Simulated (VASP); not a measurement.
# BeS (F-43m) in VASP: further runs

The runs below take BeS through single point, with PBEsol, r2SCAN.

All numbers are computed with VASP 6.6.1; they aren't measurements. Logs are shortened: lines on timing, memory, paths and dates and some standing lists are left out, and cuts for length are marked.

**1. The cell of the first run**

Symmetry: F-43m, No. 216, cubic system. Conventional cell: a = 4.838 Å, b = 4.838 Å, c = 4.838 Å, α = 90.00°, β = 90.00°, γ = 90.00°. Within 2.8 Å of Be (site symmetry -43m) lie 4 S at 2.09 Å. Within 2.8 Å of S (site symmetry -43m) lie 4 Be at 2.09 Å.

**2. Single point, PBEsol**

INCAR reads:

```
SYSTEM = BeS
PREC     = Accurate       ! precision mode
ENCUT    = 520            ! plane-wave cutoff, eV
EDIFF    = 1E-6           ! SCF threshold, eV
ISMEAR   = -1             ! smearing method
SIGMA    = 0.05           ! smearing width, eV
LREAL    = .False.        ! projectors in reciprocal space
LASPH    = .True.         ! aspherical terms in the spheres
NELM     = 80             ! most SCF steps
ALGO     = Normal         ! electronic algorithm
ISIF     = 2              ! what is computed and relaxed
LWAVE    = .False.        ! write WAVECAR
LCHARG   = .True.         ! write CHGCAR
GGA      = PS             ! functional
LELF     = .True.         ! ELF
LVHAR    = .True.       
NBANDS   = 11             ! bands
```

KPOINTS reads:

```
Automatic mesh
0
Gamma
  9 9 9
  0 0 0
```

POSCAR reads:

```
BeS
1.0
    0.0000000000      2.4189980000      2.4189980000
    2.4189980000      0.0000000000      2.4189980000
    2.4189980000      2.4189980000      0.0000000000
Be S
1 1
Direct
    0.0000000000      0.0000000000      0.0000000000
    0.2500000000      0.2500000000      0.2500000000
```

Potentials or basis: VASP PAW PBE potentials, release 64 (Be, S).

Started as:

```
$ cat potpaw_PBE.64/Be/POTCAR potpaw_PBE.64/S/POTCAR > POTCAR
$ mpirun -np 1 vasp_std > vasp.out
```

OUTCAR:

```text
SYSTEM = BeS
   PREC = Accurate
   ENCUT = 520
   EDIFF = 1E-6
   ISMEAR = -1
   LREAL = .False.
   LASPH = .True.
   NELM = 80
   ISIF = 2
   GGA = PS

 ion  position               nearest neighbor table
   1  0.000  0.000  0.000-   2 2.09   2 2.09   2 2.09   2 2.09
   2  0.250  0.250  0.250-   1 2.09   1 2.09   1 2.09   1 2.09

  LATTYP: Found a face centered cubic cell.
 ALAT       =     4.8379960000

  Lattice vectors:

 A1 = (   0.0000000000,   2.4189980000,   2.4189980000)
 A2 = (   2.4189980000,   0.0000000000,   2.4189980000)
 A3 = (   2.4189980000,   2.4189980000,   0.0000000000)

Analysis of symmetry for initial positions (statically):
=====================================================================
 Subroutine PRICEL returns:
 Original cell was already a primitive cell.

 Routine SETGRP: Setting up the symmetry group for a
 face centered cubic supercell.

 Subroutine GETGRP returns: Found 24 space group operations
 (whereof 24 operations were pure point group operations)
 out of a pool of 48 trial point group operations.

The static configuration has the point symmetry T_d .

Analysis of symmetry for dynamics (positions and initial velocities):
=====================================================================
 Subroutine PRICEL returns:
 Original cell was already a primitive cell.

 Routine SETGRP: Setting up the symmetry group for a
 face centered cubic supercell.

 Subroutine GETGRP returns: Found 24 space group operations
 (whereof 24 operations were pure point group operations)
 out of a pool of 48 trial point group operations.

The dynamic configuration has the point symmetry T_d .

 Subroutine INISYM returns: Found 24 space group operations
 (whereof 24 operations are pure point group operations),
 and found     1 'primitive' translations

----------------------------------------------------------------------------------------

                                     Primitive cell

  volume of cell :      28.3098

  direct lattice vectors                    reciprocal lattice vectors
     0.000000000  2.418998000  2.418998000    -0.206697153  0.206697153  0.206697153
     2.418998000  0.000000000  2.418998000     0.206697153 -0.206697153  0.206697153
     2.418998000  2.418998000  0.000000000     0.206697153  0.206697153 -0.206697153

  length of vectors
     3.420979779  3.420979779  3.420979779     0.358009971  0.358009971  0.358009971

  position of ions in fractional coordinates (direct lattice)
     0.000000000  0.000000000  0.000000000
     0.250000000  0.250000000  0.250000000

  ion indices of the primitive-cell ions
   primitive index   ion index
                 1           1
                 2           2

----------------------------------------------------------------------------------------

 KPOINTS: Automatic mesh

Automatic generation of k-mesh.
 Grid dimensions read from file:
 generate k-points for:    9    9    9

 Generating k-lattice:

  Cartesian coordinates                     Fractional coordinates (reciprocal lattice)
    -0.022966350  0.022966350  0.022966350     0.111111111  0.000000000  0.000000000
     0.022966350 -0.022966350  0.022966350     0.000000000  0.111111111  0.000000000
     0.022966350  0.022966350 -0.022966350     0.000000000  0.000000000  0.111111111

  Length of vectors
     0.039778886  0.039778886  0.039778886

  Shift w.r.t. Gamma in fractional coordinates (k-lattice)
     0.000000000  0.000000000  0.000000000

 Subroutine IBZKPT returns following result:
 ===========================================

 Found     35 irreducible k-points:

 Following reciprocal coordinates:
            Coordinates               Weight
  0.000000  0.000000  0.000000      1.000000
  0.111111  0.000000  0.000000      8.000000
  0.222222  0.000000  0.000000      8.000000
  0.333333  0.000000  0.000000      8.000000
  0.444444  0.000000  0.000000      8.000000
  0.111111  0.111111  0.000000      6.000000
[... 16 lines left out ...]
 -0.333333  0.333333  0.000000     12.000000
  0.444444  0.444444  0.000000      6.000000
 [... further k-points ...]
   k-points           NKPTS =     35   k-points in BZ     NKDIM =     35   number of bands    NBANDS=     11
   number of dos      NEDOS =    301   number of ions     NIONS =      2
   total plane-waves  NPLWV =  21952
   dimension x,y,z NGX =    28 NGY =   28 NGZ =   28
   dimension x,y,z NGXF=    56 NGYF=   56 NGZF=   56
   ions per type =               1   1
   NGX,Y,Z   is equivalent  to a cutoff of  13.61, 13.61, 13.61 a.u.
   NGXF,Y,Z  is equivalent  to a cutoff of  27.21, 27.21, 27.21 a.u.
 SYSTEM =  BeS
   PREC   = accura    normal or accurate (medium, high low for compatibility)
   ISTART =      0    job   : 0-new  1-cont  2-samecut
   ICHARG =      2    charge: 1-file 2-atom 10-const
   ISPIN  =      1    spin polarized calculation?
   LNONCOLLINEAR =      F non collinear calculations
   LSORBIT =      F    spin-orbit coupling
   LASPH  =      T    aspherical Exc in radial PAW
   ENCUT  =  520.0 eV  38.22 Ry    6.18 a.u.   6.36  6.36  6.36*2*pi/ulx,y,z
   NELM   =     80;   NELMIN=  2; NELMDL= -5     # of ELM steps
   EDIFF  = 0.1E-05   stopping-criterion for ELM
   LREAL  =      F    real-space projection
[... 7 lines left out ...]
   TEBEG  =    0.0;   TEEND  =   0.0 temperature during run
   PSTRESS=    0.0 pullay stress
   NELECT =       8.0000    total number of electrons
   NUPDOWN=      -1.0000    fix difference up-down
   EMIN   =  10.00;   EMAX   =-10.00  energy-range for DOS
   EFERMI =   0.00;   METHOD = LEGACY
   ISMEAR =    -1;   SIGMA  =   0.05  broadening in eV -4-tet -1-fermi 0-gaus
   EFERMI_NEDOS =   21; number of points for ismear=-14 and -15
   IALGO  =     38    algorithm
   IMIX   =      4    mixing-type and parameters
     AMIX     =   0.40;   BMIX     =  1.00
     AMIX_MAG =   1.60;   BMIX_MAG =  1.00
  volume/ion in A,a.u.               =      14.15        95.52
  Fermi-wavevector in a.u.,A,eV,Ry     =   1.074301  2.030135 15.702792  1.154123
  Thomas-Fermi vector in A             =   2.210125
   LORBIT       =      0    0 simple, 1 ext, 2 COOP (PROOUT), +10 PAW based schemes
   GGA     = PS    functional components
   LHFCALC =     F    Hartree Fock is set to
   AEXX    =    0.0000 exact exchange contribution
   IVDW    =     0    specifies the selected vdW correction
   LEPSILON=     F    determine dielectric tensor
   LRPA    =     F    only Hartree local field effects (RPA)
 non-spin polarized calculation
  energy-cutoff  :      520.00
  volume of cell :       28.31
 maximum number of plane-waves:       775
 NGX is ok and might be reduce to    28
   NGX = 13   NGY = 13   NGZ = 13

 number of electron       8.0000000 magnetization

 Free energy of the ion-electron system (eV)
  ---------------------------------------------------
  ext. energy  EPLUGINS =         0.00000000
  ---------------------------------------------------
  free energy    TOTEN  =       -10.56428819 eV

  energy without entropy =      -10.56428819  energy(sigma->0) =      -10.56428819

 E-fermi :   5.2454     XC(G=0):  -9.9315

 val. band max:        4.2215659301   @ k =   0.0000   0.0000   0.0000
 cond. band min:       7.2311935137   @ k =   0.4444   0.4444   0.0000
 fundamental gap:      3.0096275836
 Fermi energy:         5.2454252172

 k-point     1 :       0.0000    0.0000    0.0000
  band No.  band energies     occupation
      1      -9.5467      2.00000
      2       4.2216      2.00000
      3       4.2216      2.00000
      4       4.2216      2.00000
      5       9.8282      0.00000
      6       9.8282      0.00000
      7       9.8282      0.00000
      8       9.9902      0.00000
      9      17.0312      0.00000
     10      17.0312      0.00000
     11      18.9550      0.00000

 k-point     2 :       0.1111    0.0000    0.0000
  band No.  band energies     occupation
      1      -9.4032      2.00000
      2       3.2081      2.00000
      3       4.0561      2.00000
      4       4.0561      2.00000
      5       9.7427      0.00000
      6      10.1235      0.00000
      7      10.1235      0.00000
      8      11.0981      0.00000
      9      16.4006      0.00000
     10      16.4006      0.00000
     11      18.7992      0.00000

 k-point     3 :       0.2222    0.0000    0.0000
  band No.  band energies     occupation
      1      -8.9986      2.00000
      2       1.3170      2.00000
      3       3.7020      2.00000
      4       3.7020      2.00000
      5       9.7046      0.00000
      6      10.6495      0.00000
      7      10.6495      0.00000
      8      12.9821      0.00000
      9      15.9672      0.00000
     10      15.9672      0.00000
     11      18.3683      0.00000

 k-point     4 :       0.3333    0.0000    0.0000
  band No.  band energies     occupation
      1      -8.4345      2.00000
      2      -0.4354      2.00000
      3       3.3751      2.00000
      4       3.3751      2.00000
      5       9.6622      0.00000
      6      10.8137      0.00000
      7      10.8137      0.00000
      8      14.5074      0.00000
      9      16.8113      0.00000
     10      16.8113      0.00000
     11      18.3258      0.00000

 k-point     5 :       0.4444    0.0000    0.0000
  band No.  band energies     occupation
      1      -7.9653      2.00000
      2      -1.5363      2.00000
      3       3.1914      2.00000
      4       3.1914      2.00000
      5       9.6310      0.00000
      6      10.7225      0.00000
      7      10.7225      0.00000
      8      15.1683      0.00000
      9      18.6213      0.00000
     10      18.6213      0.00000
     11      19.0576      0.00000
[... 211 lines left out ...]
 k-point    21 :       0.4444    0.3333    0.0000
  band No.  band energies     occupation
      1      -7.6687      2.00000
      2      -0.3534      2.00000
      3       1.4020      2.00000
      4       1.8278      2.00000
      5       7.9357      0.00000
      6       9.8020      0.00000
      7      15.0405      0.00000
      8      15.0909      0.00000
      9      18.6614      0.00000
     10      19.9697      0.00000
     11      20.7028      0.00000

 k-point    22 :      -0.4444    0.3333    0.0000
  band No.  band energies     occupation
      1      -7.4020      2.00000
      2      -0.5936      2.00000
      3       0.4723      2.00000
      4       1.9370      2.00000
      5       8.3476      0.00000
      6      11.1855      0.00000
      7      14.7181      0.00000
      8      15.0057      0.00000
      9      17.3337      0.00000
     10      18.5060      0.00000
     11      21.3812      0.00000

 k-point    23 :      -0.3333    0.3333    0.0000
  band No.  band energies     occupation
      1      -7.4500      2.00000
      2      -0.4539      2.00000
      3       0.0273      2.00000
      4       2.3077      2.00000
      5       8.9182      0.00000
      6      13.2181      0.00000
      7      13.7572      0.00000
      8      14.7472      0.00000
      9      15.2720      0.00000
     10      16.6754      0.00000
     11      22.3786      0.00000

 k-point    24 :       0.4444    0.4444    0.0000
  band No.  band energies     occupation
      1      -7.4351      2.00000
      2      -0.7347      2.00000
      3       1.5772      2.00000
      4       1.5772      2.00000
      5       7.2312      0.00000
      6       9.0959      0.00000
      7      16.5953      0.00000
      8      16.5953      0.00000
      9      19.3036      0.00000
     10      20.4503      0.00000
     11      21.6242      0.00000

 [... further k-points ...]
[... 5 lines left out ...]
  --------------------------------------------------------------------------------------
  -------------------------------------------------------------------------------------
  Total        0.0281178      0.0281178      0.0281178      0.0000000     -0.0000000      0.0000000
  in kB        1.5913145      1.5913145      1.5913145      0.0000000     -0.0000000      0.0000000
  external PRESSURE =       1.5913145 kB  Pullay stress =       0.0000000 kB

 VOLUME and BASIS-vectors are now :
 -----------------------------------------------------------------------------
  energy-cutoff  :      520.00
  volume of cell :       28.31
      direct lattice vectors                 reciprocal lattice vectors
     0.000000000  2.418998000  2.418998000    -0.206697153  0.206697153  0.206697153
     2.418998000  0.000000000  2.418998000     0.206697153 -0.206697153  0.206697153
     2.418998000  2.418998000  0.000000000     0.206697153  0.206697153 -0.206697153

 POSITION                                       TOTAL-FORCE (eV/Angst)
 -----------------------------------------------------------------------------------
      0.00000      0.00000      0.00000        -0.000000     -0.000000      0.000000
      1.20950      1.20950      1.20950         0.000000      0.000000     -0.000000
 -----------------------------------------------------------------------------------
    total drift:                                0.000000      0.000000      0.000000

  FREE ENERGIE OF THE ION-ELECTRON SYSTEM (eV)
  ---------------------------------------------------
  free  energy   TOTEN  =       -10.5642881907 eV

  energy  without entropy=      -10.5642881907  energy(sigma->0) =      -10.56428819
```

Wall time 5.7 s (1 thread of Intel Xeon 6975P-C (Granite Rapids), shared host); peak memory 0.15 GiB.

Results:

```yaml
Free_energy: -10.5643 eV
Pressure: 0.2 GPa
Band_gap_on_the_k_mesh: 3.01 eV, indirect (least direct gap 5.61 eV)
```

Levels at points of the mesh, in eV from the valence-band top:
| k point | band 1 | band 2 | band 3 | band 4 | band 5 | band 6 | band 7 | band 8 | band 9 |
| --- | --- | --- | --- | --- | --- | --- | --- | --- | --- |
| (0.00, 0.00, 0.00) | -13.77 | 0.00 | 0.00 | 0.00 | 5.61 | 5.61 | 5.61 | 5.77 | 12.81 |

Caveat: the PAW data sets were made with another functional, which shifts forces and pressure a little. A k mesh can miss the band edges.

**3. Single point, r2SCAN**

POSCAR is that of step 2.

INCAR.step1 reads:

```
SYSTEM = BeS
  PREC = Accurate
  ENCUT = 520
  ISMEAR = -1
  SIGMA = 0.05
  LREAL = .FALSE.
  LASPH = .TRUE.
  NELM = 60
  NBANDS = 11
  GGA = PE
  ALGO = Normal
  EDIFF = 1E-4
  LWAVE = .TRUE.
  LCHARG = .FALSE.
```

INCAR.step2 reads:

```
SYSTEM = BeS
  PREC = Accurate
  ENCUT = 520
  EDIFF = 1E-6
  ISMEAR = -1
  SIGMA = 0.05
  LREAL = .FALSE.
  LASPH = .TRUE.
  NELM = 60
  ALGO = Normal
  ISIF = 2
  LWAVE = .FALSE.
  LCHARG = .FALSE.
  METAGGA = R2SCAN
  LMIXTAU = .TRUE.
  NBANDS = 11
  ISTART = 1
```

KPOINTS reads:

```
Automatic mesh
0
G
  9 9 9
  0 0 0
```

Potentials or basis: VASP PAW PBE potentials, release 64 (Be, S).

Started as:

```
$ cat potpaw_PBE.64/Be/POTCAR potpaw_PBE.64/S/POTCAR > POTCAR
$ cp INCAR.step1 INCAR
$ mpirun -np 1 vasp_std > vasp.out
$ cp INCAR.step2 INCAR
$ mpirun -np 1 vasp_std > vasp.out
```

It took 24 s on 1 thread of Intel Xeon 6975P-C (Granite Rapids), shared host; peak memory 0.15 GiB.

Results (log left out):

```
Free energy            : -14.7824 eV
Pressure               : 2.2 GPa
Band gap on the k mesh : 3.66 eV, indirect (least direct gap 6.25 eV)
```

Levels at points of the mesh, in eV from the valence-band top:
```csv
k point,band 2,band 3,band 4,band 5,band 6,band 7
"(0.00, 0.00, 0.00)",0.00,0.00,0.00,6.25,6.25,6.25
```

Caveat: the PAW data sets were made with another functional, which shifts forces and pressure a little.
